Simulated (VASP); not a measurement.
# B7C (Fm-3m) in VASP: notebook

The runs below take B7C through single point, relaxation of cell and atoms, with PBE.

Everything below comes from runs of VASP 6.6.1. Logs are shortened: lines on timing, memory, paths and dates and some standing lists are left out, and cuts for length are marked.

### 1 The cell of the first run

It takes space group Fm-3m (No. 225, cubic). The conventional cell has a = 5.735 Å, b = 5.735 Å, c = 5.735 Å, α = 90.00°, β = 90.00°, γ = 90.00°. B (site symmetry mmm) has 10 B at 2.03 Å and 2 C at 2.03 Å within 2.7 Å. Within 2.7 Å of B (site symmetry m-3m) lie 12 B at 2.03 Å. C (site symmetry m-3m) has 12 B at 2.03 Å within 2.7 Å.

### 2 Single point, PBE

The input, INCAR:

```
SYSTEM = B7C
PREC = Accurate
ENCUT = 520
EDIFF = 1E-6
ISMEAR = 0
SIGMA = 0.1
LREAL = .False.
LASPH = .True.
NELM = 100
ALGO = Normal
ISIF = 2
LWAVE = .False.
LCHARG = .True.
GGA = PE
LELF = .True.
LVHAR = .True.
NBANDS = 22
```

The input, KPOINTS:

```
Automatic mesh
0
Gamma
  12 12 12
  0 0 0
```

The input, POSCAR:

```
B7C
1.0
    0.0000000000      2.8674844821      2.8674844821
    2.8674844821      0.0000000000      2.8674844821
    2.8674844821      2.8674844821      0.0000000000
B C
7 1
Direct
    0.5000000000      0.0000000000      0.0000000000
    0.0000000000      0.5000000000      0.5000000000
    0.0000000000      0.5000000000      0.0000000000
    0.5000000000      0.0000000000      0.5000000000
    0.0000000000      0.0000000000      0.5000000000
    0.5000000000      0.5000000000      0.0000000000
    0.5000000000      0.5000000000      0.5000000000
    0.0000000000      0.0000000000      0.0000000000
```

Potentials or basis: VASP PAW PBE potentials, release 64 (B, C).

Run with:

```console
> cat potpaw_PBE.64/B/POTCAR potpaw_PBE.64/C/POTCAR > POTCAR
> mpirun -np 1 vasp_std > vasp.out
```

OUTCAR:

```text
SYSTEM = B7C
   PREC = Accurate
   ENCUT = 520
   EDIFF = 1E-6
   ISMEAR = 0
   LREAL = .False.
   LASPH = .True.
   NELM = 100
   ISIF = 2
   GGA = PE

 ion  position               nearest neighbor table
   1  0.500  0.000  0.000-   4 2.03   6 2.03   8 2.03   4 2.03   5 2.03   7 2.03   3 2.03   6 2.03
                             7 2.03   3 2.03   5 2.03   8 2.03
   2  0.000  0.500  0.500-   3 2.03   5 2.03   7 2.03   3 2.03   6 2.03   8 2.03   4 2.03   5 2.03
                             8 2.03   4 2.03   6 2.03   7 2.03
   3  0.000  0.500  0.000-   2 2.03   6 2.03   8 2.03   2 2.03   5 2.03   7 2.03   1 2.03   5 2.03
                             8 2.03   1 2.03   6 2.03   7 2.03
   4  0.500  0.000  0.500-   1 2.03   5 2.03   7 2.03   1 2.03   6 2.03   8 2.03   2 2.03   6 2.03
                             7 2.03   2 2.03   5 2.03   8 2.03
   5  0.000  0.000  0.500-   2 2.03   4 2.03   8 2.03   1 2.03   3 2.03   8 2.03   2 2.03   3 2.03
                             7 2.03   1 2.03   4 2.03   7 2.03
   6  0.500  0.500  0.000-   1 2.03   3 2.03   7 2.03   2 2.03   4 2.03   7 2.03   1 2.03   4 2.03
                             8 2.03   2 2.03   3 2.03   8 2.03
   7  0.500  0.500  0.500-   2 2.03   4 2.03   6 2.03   1 2.03   3 2.03   6 2.03   1 2.03   4 2.03
                             5 2.03   2 2.03   3 2.03   5 2.03
   8  0.000  0.000  0.000-   1 2.03   3 2.03   5 2.03   2 2.03   4 2.03   5 2.03   2 2.03   3 2.03
                             6 2.03   1 2.03   4 2.03   6 2.03

  LATTYP: Found a face centered cubic cell.
 ALAT       =     5.7349689642

  Lattice vectors:

 A1 = (   0.0000000000,   2.8674844821,   2.8674844821)
 A2 = (   2.8674844821,   0.0000000000,   2.8674844821)
 A3 = (   2.8674844821,   2.8674844821,   0.0000000000)

Analysis of symmetry for initial positions (statically):
=====================================================================
 Subroutine PRICEL returns:
 Original cell was already a primitive cell.

 Routine SETGRP: Setting up the symmetry group for a
 face centered cubic supercell.

 Subroutine GETGRP returns: Found 48 space group operations
 (whereof 48 operations were pure point group operations)
 out of a pool of 48 trial point group operations.

The static configuration has the point symmetry O_h .

Analysis of symmetry for dynamics (positions and initial velocities):
=====================================================================
 Subroutine PRICEL returns:
 Original cell was already a primitive cell.

 Routine SETGRP: Setting up the symmetry group for a
 face centered cubic supercell.

 Subroutine GETGRP returns: Found 48 space group operations
 (whereof 48 operations were pure point group operations)
 out of a pool of 48 trial point group operations.

The dynamic configuration has the point symmetry O_h .

 Subroutine INISYM returns: Found 48 space group operations
 (whereof 48 operations are pure point group operations),
 and found     1 'primitive' translations

----------------------------------------------------------------------------------------

                                     Primitive cell

  volume of cell :      47.1556

  direct lattice vectors                    reciprocal lattice vectors
     0.000000000  2.867484482  2.867484482    -0.174368860  0.174368860  0.174368860
     2.867484482  0.000000000  2.867484482     0.174368860 -0.174368860  0.174368860
     2.867484482  2.867484482  0.000000000     0.174368860  0.174368860 -0.174368860

  length of vectors
     4.055235444  4.055235444  4.055235444     0.302015725  0.302015725  0.302015725

  position of ions in fractional coordinates (direct lattice)
     0.500000000  0.000000000  0.000000000
     0.000000000  0.500000000  0.500000000
     0.000000000  0.500000000  0.000000000
     0.500000000  0.000000000  0.500000000
     0.000000000  0.000000000  0.500000000
     0.500000000  0.500000000  0.000000000
     0.500000000  0.500000000  0.500000000
     0.000000000  0.000000000  0.000000000

  ion indices of the primitive-cell ions
   primitive index   ion index
                 1           1
                 2           2
                 3           3
                 4           4
                 5           5
                 6           6
                 7           7
                 8           8

----------------------------------------------------------------------------------------

 KPOINTS: Automatic mesh

Automatic generation of k-mesh.
 Grid dimensions read from file:
 generate k-points for:   12   12   12

 Generating k-lattice:

  Cartesian coordinates                     Fractional coordinates (reciprocal lattice)
    -0.014530738  0.014530738  0.014530738     0.083333333  0.000000000  0.000000000
     0.014530738 -0.014530738  0.014530738     0.000000000  0.083333333  0.000000000
     0.014530738  0.014530738 -0.014530738     0.000000000  0.000000000  0.083333333

  Length of vectors
     0.025167977  0.025167977  0.025167977

  Shift w.r.t. Gamma in fractional coordinates (k-lattice)
     0.000000000  0.000000000  0.000000000

 Subroutine IBZKPT returns following result:
 ===========================================

 Found     72 irreducible k-points:

 Following reciprocal coordinates:
            Coordinates               Weight
  0.000000  0.000000  0.000000      1.000000
  0.083333  0.000000  0.000000      8.000000
  0.166667  0.000000  0.000000      8.000000
  0.250000  0.000000  0.000000      8.000000
  0.333333  0.000000  0.000000      8.000000
  0.416667  0.000000  0.000000      8.000000
[... 16 lines left out ...]
  0.500000  0.166667  0.000000     24.000000
 -0.416667  0.166667  0.000000     24.000000
 [... further k-points ...]
   k-points           NKPTS =     72   k-points in BZ     NKDIM =     72   number of bands    NBANDS=     22
   number of dos      NEDOS =    301   number of ions     NIONS =      8
   total plane-waves  NPLWV =  27000
   dimension x,y,z NGX =    30 NGY =   30 NGZ =   30
   dimension x,y,z NGXF=    60 NGYF=   60 NGZF=   60
   ions per type =               7   1
   NGX,Y,Z   is equivalent  to a cutoff of  12.30, 12.30, 12.30 a.u.
   NGXF,Y,Z  is equivalent  to a cutoff of  24.60, 24.60, 24.60 a.u.
 SYSTEM =  B7C
   PREC   = accura    normal or accurate (medium, high low for compatibility)
[... 11 lines left out ...]
   NSW    =      0    number of steps for IOM
   IBRION =     -1    ionic relax: 0-MD 1-quasi-New 2-CG
   NFREE  =      0    steps in history (QN), initial steepest desc. (CG)
   ISIF   =      2    stress and relaxation
   ISYM   =      2    0-nonsym 1-usesym 2-fastsym
   POTIM  = 0.5000    time-step for ionic-motion
   TEBEG  =    0.0;   TEEND  =   0.0 temperature during run
   PSTRESS=    0.0 pullay stress
   NELECT =      25.0000    total number of electrons
   NUPDOWN=      -1.0000    fix difference up-down
   EMIN   =  10.00;   EMAX   =-10.00  energy-range for DOS
   EFERMI =   0.00;   METHOD = LEGACY
   ISMEAR =     0;   SIGMA  =   0.10  broadening in eV -4-tet -1-fermi 0-gaus
   EFERMI_NEDOS =   21; number of points for ismear=-14 and -15
   IALGO  =     38    algorithm
   IMIX   =      4    mixing-type and parameters
     AMIX     =   0.40;   BMIX     =  1.00
     AMIX_MAG =   1.60;   BMIX_MAG =  1.00
  volume/ion in A,a.u.               =       5.89        39.78
  Fermi-wavevector in a.u.,A,eV,Ry     =   1.324983  2.503855 23.886128  1.755581
  Thomas-Fermi vector in A             =   2.454478
   LORBIT       =      0    0 simple, 1 ext, 2 COOP (PROOUT), +10 PAW based schemes
   GGA     = PE    functional components
   LHFCALC =     F    Hartree Fock is set to
   AEXX    =    0.0000 exact exchange contribution
   IVDW    =     0    specifies the selected vdW correction
   LEPSILON=     F    determine dielectric tensor
   LRPA    =     F    only Hartree local field effects (RPA)
 non-spin polarized calculation
 Gauss-broadening in eV      SIGMA  =   0.10
  energy-cutoff  :      520.00
  volume of cell :       47.16
 maximum number of plane-waves:      1303
   NGX = 15   NGY = 15   NGZ = 15

 number of electron      25.0000000 magnetization

 Free energy of the ion-electron system (eV)
  ---------------------------------------------------
  ext. energy  EPLUGINS =         0.00000000
  ---------------------------------------------------
  free energy    TOTEN  =       -41.93443196 eV

  energy without entropy =      -41.92518325  energy(sigma->0) =      -41.92980761

 E-fermi :  10.8632     XC(G=0): -13.1057

 val. band max:       10.8612164521   @ k =   0.5000   0.0833   0.0000
 cond. band min:      10.8634383440   @ k =   0.4167   0.4167   0.0000
 fundamental gap:      0.0022218920
 Fermi energy:        10.8632406145

 k-point     1 :       0.0000    0.0000    0.0000
  band No.  band energies     occupation
      1      -9.0897      2.00000
      2       0.3148      2.00000
      3       0.3148      2.00000
      4       0.3148      2.00000
      5       0.7230      2.00000
      6       1.6572      2.00000
[... 14 lines left out ...]
     21      16.7791      0.00000
     22      21.7131      0.00000

 k-point     2 :       0.0833    0.0000    0.0000
  band No.  band energies     occupation
      1      -9.0152      2.00000
      2      -0.4413      2.00000
      3       0.3188      2.00000
      4       0.3188      2.00000
      5       0.6083      2.00000
      6       2.1276      2.00000
[... 14 lines left out ...]
     21      16.8563      0.00000
     22      21.4685      0.00000

 k-point     3 :       0.1667    0.0000    0.0000
  band No.  band energies     occupation
      1      -8.7922      2.00000
      2      -1.7147      2.00000
      3       0.3389      2.00000
      4       0.3389      2.00000
      5       0.4036      2.00000
      6       2.3128      2.00000
[... 14 lines left out ...]
     21      17.0870      0.00000
     22      20.7758      0.00000

 k-point     4 :       0.2500    0.0000    0.0000
  band No.  band energies     occupation
      1      -8.4228      2.00000
      2      -3.0078      2.00000
      3       0.2197      2.00000
      4       0.3929      2.00000
      5       0.3929      2.00000
      6       1.9763      2.00000
[... 14 lines left out ...]
     21      17.4676      0.00000
     22      19.7411      0.00000

 k-point     5 :       0.3333    0.0000    0.0000
  band No.  band energies     occupation
      1      -7.9134      2.00000
      2      -4.2094      2.00000
      3       0.1017      2.00000
      4       0.4977      2.00000
      5       0.4977      2.00000
      6       1.6089      2.00000
[... 417 lines left out ...]
 k-point    22 :       0.4167    0.1667    0.0000
  band No.  band energies     occupation
      1      -7.4576      2.00000
      2      -4.3353      2.00000
      3      -1.4980      2.00000
      4      -0.5656      2.00000
      5      -0.5456      2.00000
      6       2.2675      2.00000
[... 14 lines left out ...]
     21      17.2459      0.00000
     22      17.6626      0.00000

 k-point    23 :       0.5000    0.1667    0.0000
  band No.  band energies     occupation
      1      -6.8312      2.00000
      2      -5.2842      2.00000
      3      -1.8490      2.00000
      4      -0.5416      2.00000
      5      -0.3897      2.00000
      6       2.6645      2.00000
[... 14 lines left out ...]
     21      17.6150      0.00000
     22      18.0506      0.00000

 k-point    24 :      -0.4167    0.1667    0.0000
  band No.  band energies     occupation
      1      -6.6587      2.00000
      2      -5.5044      2.00000
      3      -2.1129      2.00000
      4      -0.3333      2.00000
      5      -0.1183      2.00000
      6       2.4177      2.00000
[... 14 lines left out ...]
     21      17.2959      0.00000
     22      17.4933      0.00000

 [... further k-points ...]
[... 5 lines left out ...]
  --------------------------------------------------------------------------------------
  -------------------------------------------------------------------------------------
  Total        0.0141773      0.0141773      0.0141773      0.0000000      0.0000000      0.0000000
  in kB        0.4816927      0.4816927      0.4816927      0.0000000      0.0000000      0.0000000
  external PRESSURE =       0.4816927 kB  Pullay stress =       0.0000000 kB

 VOLUME and BASIS-vectors are now :
 -----------------------------------------------------------------------------
  energy-cutoff  :      520.00
  volume of cell :       47.16
      direct lattice vectors                 reciprocal lattice vectors
     0.000000000  2.867484482  2.867484482    -0.174368860  0.174368860  0.174368860
     2.867484482  0.000000000  2.867484482     0.174368860 -0.174368860  0.174368860
     2.867484482  2.867484482  0.000000000     0.174368860  0.174368860 -0.174368860

 POSITION                                       TOTAL-FORCE (eV/Angst)
 -----------------------------------------------------------------------------------
      0.00000      1.43374      1.43374         0.000000      0.000000      0.000000
      2.86748      1.43374      1.43374        -0.000000     -0.000000      0.000000
      1.43374      0.00000      1.43374         0.000000      0.000000      0.000000
      1.43374      2.86748      1.43374         0.000000      0.000000      0.000000
      1.43374      1.43374      0.00000         0.000000      0.000000      0.000000
      1.43374      1.43374      2.86748         0.000000      0.000000     -0.000000
      2.86748      2.86748      2.86748        -0.000000      0.000000     -0.000000
      0.00000      0.00000      0.00000         0.000000      0.000000      0.000000
 -----------------------------------------------------------------------------------
    total drift:                                0.000000      0.000000     -0.000000

  FREE ENERGIE OF THE ION-ELECTRON SYSTEM (eV)
  ---------------------------------------------------
  free  energy   TOTEN  =       -41.9344319603 eV

  energy  without entropy=      -41.9251832511  energy(sigma->0) =      -41.92980761
```

It took 86 s on 1 thread of AMD EPYC 7R43 (Zen 3), shared host; peak memory 0.16 GiB.

Results:

| Property | Result |
| --- | --- |
| Free energy | -41.9344 eV |
| Pressure | 0.0 GPa |

Levels at points of the mesh, in eV from the Fermi level:
| k point | band 8 | band 9 | band 10 | band 11 | band 12 | band 13 | band 14 | band 15 | band 16 | band 17 |
| --- | --- | --- | --- | --- | --- | --- | --- | --- | --- | --- |
| (0.00, 0.00, 0.00) | -7.69 | -7.69 | -5.80 | -5.80 | -5.80 | -1.69 | -0.42 | -0.42 | 4.45 | 4.45 |
| (0.50, 0.00, 0.00) | -9.62 | -3.22 | -2.89 | -1.84 | -1.84 | -1.57 | -1.57 | 3.89 | 4.46 | 5.54 |
| (0.50, 0.50, 0.00) | -3.93 | -3.13 | -3.13 | -1.51 | 0.04 | 0.33 | 0.39 | 1.02 | 1.02 | 1.03 |

### 3 Relaxation of cell and atoms, PBE

The input, INCAR:

```
ALGO = Normal
EDIFF = 1E-6
EDIFFG = -0.01
ENCUT = 600
GGA = PE
IBRION = 2
ISIF = 3
ISMEAR = 0
LASPH = True
LCHARG = False
LREAL = False
LWAVE = False
NELM = 100
NSW = 100
PREC = Accurate
SIGMA = 0.1
```

The input, KPOINTS:

```
k-points
0
Gamma
  12 12 12
```

POSCAR: that of step 2 with these lines changed.

```diff
@@ -2,5 +2,5 @@
 1.0
-    0.0000000000      2.8674844821      2.8674844821
-    2.8674844821      0.0000000000      2.8674844821
-    2.8674844821      2.8674844821      0.0000000000
+    0.0000000000      2.8686617641      2.8686617641
+    2.8686617641      0.0000000000      2.8686617641
+    2.8686617641      2.8686617641      0.0000000000
 B C
```

Potentials or basis: VASP PAW PBE potentials, release 64 (B, C).

Run with:

```console
> cat potpaw_PBE.64/B/POTCAR potpaw_PBE.64/C/POTCAR > POTCAR
> mpirun -np 1 vasp_std > vasp.out
```

Run time: 1.8 min. Hardware: 1 thread of AMD EPYC 7R43 (Zen 3), shared host; peak memory 0.17 GiB.

Results (log left out):

```
Free energy                            : -41.9433 eV
Relaxed volume                         : 5.89 Å³/atom
Relaxed cell                           : a = 4.054 Å, b = 4.054 Å, c = 4.054 Å, α = 60.00°, β = 60.00°, γ = 60.00°
Space group after relaxing (to 0.05 Å) : Fm-3m (No. 225)
Energy gained by relaxing              : 0.0 meV/atom
Ionic steps                            : 2
Pressure after relaxing                : 0.1 GPa
```

Final structure:
```
B C
1.0
     0.00000    2.86676    2.86676
     2.86676    0.00000    2.86676
     2.86676    2.86676    0.00000
B C
7 1
Direct
  0.50000 0.00000 0.00000
  0.00000 0.50000 0.50000
  0.00000 0.50000 0.00000
  0.50000 0.00000 0.50000
  0.00000 0.00000 0.50000
  0.50000 0.50000 0.00000
  0.50000 0.50000 0.50000
  0.00000 0.00000 0.00000
```

Levels at points of the mesh, in eV from the Fermi level:
| k point | band 9 | band 10 | band 11 | band 12 | band 13 | band 14 | band 15 | band 16 | band 17 |
| --- | --- | --- | --- | --- | --- | --- | --- | --- | --- |
| (0.00, 0.00, 0.00) | -7.69 | -5.80 | -5.80 | -5.80 | -1.69 | -0.42 | -0.42 | 4.45 | 4.45 |
| (0.50, 0.00, 0.00) | -3.23 | -2.89 | -1.84 | -1.84 | -1.57 | -1.57 | 3.90 | 4.46 | 5.58 |
| (0.50, 0.50, 0.00) | -3.13 | -3.13 | -1.51 | 0.04 | 0.32 | 0.40 | 1.02 | 1.02 | 1.03 |

### 4 Single point, PBE, collinear spin, ferromagnetic start

The input, INCAR:

```
SYSTEM = B7C
ALGO     = Normal         ! electronic algorithm
EDIFF    = 1E-6           ! SCF threshold, eV
ENCUT    = 520            ! plane-wave cutoff, eV
GGA      = PE             ! functional
ISIF     = 2              ! what is computed and relaxed
ISMEAR   = 0              ! smearing method
ISPIN    = 2              ! spin polarisation
LASPH    = .True.         ! aspherical terms in the spheres
LCHARG   = .True.         ! write CHGCAR
LELF     = .True.         ! ELF
LORBIT   = 11             ! projections on sites
LREAL    = .False.        ! projectors in reciprocal space
LVHAR    = .True.       
LWAVE    = .False.        ! write WAVECAR
MAGMOM   = 0 0 0 0 0 0 0 1 ! initial moments
NBANDS   = 26             ! bands
NELM     = 150            ! most SCF steps
PREC     = Accurate       ! precision mode
SIGMA    = 0.1            ! smearing width, eV
```

The input, KPOINTS:

```
k-points
0
Gamma
  6 6 6
  0 0 0
```

POSCAR is that of step 3.

Run with:

```console
> cat potpaw_PBE.64/B/POTCAR potpaw_PBE.64/C/POTCAR > POTCAR
> mpirun -np 1 vasp_std > vasp.out
```

Wall time 54 s (1 thread of AMD EPYC 7R43 (Zen 3), shared host); peak memory 0.15 GiB.

The run converged. Its results:

```
Free energy                                           : -41.9127 eV
Pressure                                              : 0.0 GPa
Net moment                                            : 0.00 μB per cell
Valence electrons inside the program's atomic spheres : B 1.75, 1.76; C 2.25
```

Levels at points of the mesh, in eV from the Fermi level:
Spin up:
| k point | band 8 | band 9 | band 10 | band 11 | band 12 | band 13 | band 14 | band 15 | band 16 | band 17 |
| --- | --- | --- | --- | --- | --- | --- | --- | --- | --- | --- |
| (0.00, 0.00, 0.00) | -7.65 | -7.65 | -5.78 | -5.78 | -5.78 | -1.66 | -0.39 | -0.39 | 4.48 | 4.48 |
| (0.50, 0.00, 0.00) | -9.58 | -3.19 | -2.85 | -1.81 | -1.81 | -1.55 | -1.55 | 3.92 | 4.48 | 5.57 |
| (0.50, 0.50, 0.00) | -3.89 | -3.10 | -3.10 | -1.47 | 0.07 | 0.37 | 0.41 | 1.05 | 1.05 | 1.05 |
Spin down:
```
           k point  band 9  band 10  band 11  band 12  band 13  band 14  band 15  band 16
(0.00, 0.00, 0.00)   -7.65    -5.78    -5.78    -5.78    -1.66    -0.39    -0.39     4.48
(0.50, 0.00, 0.00)   -3.19    -2.85    -1.81    -1.81    -1.55    -1.55     3.92     4.48
(0.50, 0.50, 0.00)   -3.10    -3.10    -1.47     0.07     0.37     0.41     1.05     1.05
```

### 5 Overview

| task | spin | cell | k mesh | cutoff (eV) | gap on the mesh (eV) | pressure (GPa) |
| --- | --- | --- | --- | --- | --- | --- |
| single point | off | a = 4.055 Å, angles 60.0°, 8 atoms | 12 × 12 × 12 | 520 | none | 0.0 |
| relaxation of cell and atoms | off | relaxed from a = 4.057 Å, angles 60.0°, 8 atoms | 12 × 12 × 12 | 600 | none | 0.1 |
| single point | collinear, ferromagnetic start | a = 4.057 Å, angles 60.0°, 8 atoms | 6 × 6 × 6 | 520 | none | 0.0 |

Alike in all rows: level PBE; potentials or basis VASP PAW PBE potentials, release 64 (B, C); smearing gaussian 0.1 eV.

Total energies depend on the potentials used, so only differences within one code and one set of settings carry meaning.
